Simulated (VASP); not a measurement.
Write the native input for VASP 6.6.1 that does the following.

| Property | Result |
| --- | --- |
| Task | relaxation of cell and atoms |
| Functional | BLYP |
| Potentials or basis | VASP PAW PBE potentials, release 64 (Zr_sv) |
| Cutoff | 600 eV |
| k mesh | 9 × 9 × 5 |
| Occupations | fermi-dirac, width 0.05 eV |
| Spin | no spin polarisation |
| Dipole correction | no |
| Further INCAR settings | ALGO = Normal; EDIFF = 1e-06; IBRION = 2; EDIFFG = -0.01; NSW = 60; ISIF = 3 |

The structure of Zr lies in POSCAR:

```
Zr
1.0
    3.2320000000      0.0000000000      0.0000000000
   -1.6160000000      2.7989941050      0.0000000000
    0.0000000000      0.0000000000      5.1470000000
Zr
2
Direct
    0.6666666667      0.3333333333      0.7500000000
    0.3333333333      0.6666666667      0.2500000000
```

The input as run:

INCAR

```
PREC = Accurate
ENCUT = 600
EDIFF = 1E-6
ISMEAR = -1
SIGMA = 0.05
LREAL = False
LASPH = True
NELM = 80
ALGO = Normal
ISIF = 3
LWAVE = False
LCHARG = False
GGA = B5
ALDAX = 1.0
AGGAX = 1.0
AGGAC = 1.0
ALDAC = 0.0
IBRION = 2
NSW = 60
EDIFFG = -0.01
```

KPOINTS

```
Automatic mesh
0
Gamma
  9 9 5
```

Potentials or basis: VASP PAW PBE potentials, release 64 (Zr_sv).

Command:

```bash
$ cat potpaw_PBE.64/Zr_sv/POTCAR > POTCAR
$ mpirun -np 1 vasp_std > vasp.out
```

Results of the run:

```json
{"Relaxed volume": "24.19 Å³/atom", "Relaxed cell": "a = 3.264 Å, b = 3.264 Å, c = 5.243 Å, α = 90.00°, β = 90.00°, γ = 120.00°", "Space group after relaxing (to 0.1 Å)": "P6_3/mmc (No. 194)", "Energy gained by relaxing": "10.8 meV/atom", "Ionic steps": "6", "Pressure after relaxing": "0.0 GPa", "Band gap on the k mesh": "zero (bands 12 and 13 overlap by 1.06 eV)"}
```

Caveat: the PAW data sets were made with another functional, which shifts forces and pressure a little.

Wall time 4.9 min on 1 thread of Intel Xeon 8259CL, with other jobs on the host, peak memory 0.2 GiB.
